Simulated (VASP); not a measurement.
The system is I.

```
CELL_PARAMETERS angstrom
2.53835 -3.70662 0.00000
2.53835 3.70662 0.00000
-1.62087 0.00000 2.38110
ATOMIC_POSITIONS crystal
I 0.50000 0.50000 0.50000
```

| Property | Result |
| --- | --- |
| Program | VASP 6.6.1 |
| Task | relaxation of cell and atoms |
| Functional | PBE |
| Dispersion | D3(BJ) |
| Potentials or basis | VASP PAW PBE potentials, release 64 (I) |
| Cutoff | 600 eV |
| k mesh | 12 × 12 × 18 |
| Occupations | gaussian, width 0.1 eV |
| Spin | no spin polarisation |

At the start: pressure 0.4 GPa; volume 44.81 Å³/atom.

**Question.** How do energy, volume and symmetry change on relaxing?

**Answer.** Over 17 steps the energy falls by 48.0 meV/atom and the volume is 39.81 Å³/atom (-11.1 %); space group Immm (No. 71, to 0.1 Å) before and after.

The path:
```
step  energy change (eV)  largest force (eV/Å)  pressure (GPa)  volume (Å³)
   1              0.0000                0.0000            0.36        44.81
   2             -0.0046                0.0000           -1.96        45.40
   3             -0.0133                0.0000           -1.03        45.14
   4             -0.0261                0.0000           -0.94        43.61
   5             -0.0467                0.0000           -0.08        39.13
   6             -0.0469                0.0000           -0.26        39.63
   7             -0.0470                0.0000           -0.22        39.51
   8             -0.0457                0.0000            0.65        39.15
   9             -0.0476                0.0000            0.09        39.38
  10             -0.0477                0.0000            0.06        39.51
  11             -0.0479                0.0000           -0.02        39.89
  12             -0.0479                0.0000           -0.01        39.88
  13             -0.0480                0.0000            0.00        39.85
  14             -0.0480                0.0000            0.01        39.84
  15             -0.0480                0.0000            0.03        39.82
  16             -0.0480                0.0000            0.02        39.82
  17             -0.0480                0.0000            0.01        39.81
```

Final structure:
```xyz
1
Lattice="2.3782 -3.6358 -0.1584 2.3782 3.6358 -0.1584 -1.6693 0.0000 2.4134" Properties=species:S:1:pos:R:3 pbc="T T T"
I     1.5435    0.0000    1.0483
```

Caveat: an odd number of electrons without spin polarisation forces a metal; a magnetic or distorted state may lie lower.
